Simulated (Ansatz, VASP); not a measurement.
## One calculation of As, two programs

```xyz
2
Lattice="1.8797 1.0853 3.4858 -1.8797 1.0853 3.4858 0.0000 -2.1705 3.4858" Properties=species:S:1:pos:R:3 pbc="T T T"
As    0.0000    0.0000    2.3795
As    0.0000    0.0000    8.0779
```

Alike in both runs: task electric field gradients; functional PBE; k mesh 13 × 13 × 13; occupations fermi-dirac, width 0.05 eV; no spin polarisation.

|  | VASP | Ansatz |
| --- | --- | --- |
| version | VASP 6.6.1 | Ansatz 0.2.0 |
| potentials or method | VASP PAW PBE potentials, release 64 (As), cutoff 520 eV | all-electron PAW with datasets made for the crystal, scalar-relativistic |

Ansatz gave:

- pressure (GPa): 3.6
- traceless stress, the component that is largest in VASP (GPa): -0.66
- rms of the force components (eV/Å): 0.129
- size of Vzz on the site where it differs most (V/Å²): 51.9

Estimate VASP's values.

pressure (GPa): 3.9; traceless stress, the component that is largest in VASP (GPa): -0.75; rms of the force components (eV/Å): 0.164; size of Vzz on the site where it differs most (V/Å²): 48.4.

Atom by atom the forces differ by 0.034 eV/Å (rms over components). Ansatz ran all-electron here, and VASP with PAW potentials.
